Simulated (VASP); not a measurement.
A run of VASP 6.6.1:

File INCAR:

```
PREC = Accurate ; ENCUT = 520
EDIFF = 1E-7 ; ISMEAR = -1
SIGMA = 0.05 ; LREAL = False
LASPH = True ; NELM = 60
ALGO = Normal ; ISIF = 2
LWAVE = False ; LCHARG = False
GGA = CA ; NBANDS = 16
```

The input KPOINTS:

```
Automatic mesh
0
Gamma
  10 10 8
```

POSCAR

```
TiB2
1.0
    3.0690624661      0.0000000000      0.0000000000
   -1.5345312330      2.6578860614      0.0000000000
    0.0000000000      0.0000000000      3.2708838193
Ti B
1 2
Direct
    0.0000000000      0.0000000000      0.0000000000
    0.6666666667      0.3333333333      0.5000000000
    0.3333333333      0.6666666667      0.5000000000
```

Potentials or basis: VASP PAW LDA potentials, release 64 (Ti_sv, B).

Command:

```console
$ cat potpaw_LDA.64/Ti_sv/POTCAR potpaw_LDA.64/B/POTCAR > POTCAR
$ mpirun -np 1 vasp_std > vasp.out
```

Hardware: 1 thread of Intel(R) Xeon(R) 6975P-C (Granite Rapids) (shared host).

Estimate the wall time of this run.

Wall time 9 s on 1 thread of Intel(R) Xeon(R) 6975P-C (Granite Rapids) (shared host), peak memory 0.14 GiB. Counts: scf iterations 14, k points 70.
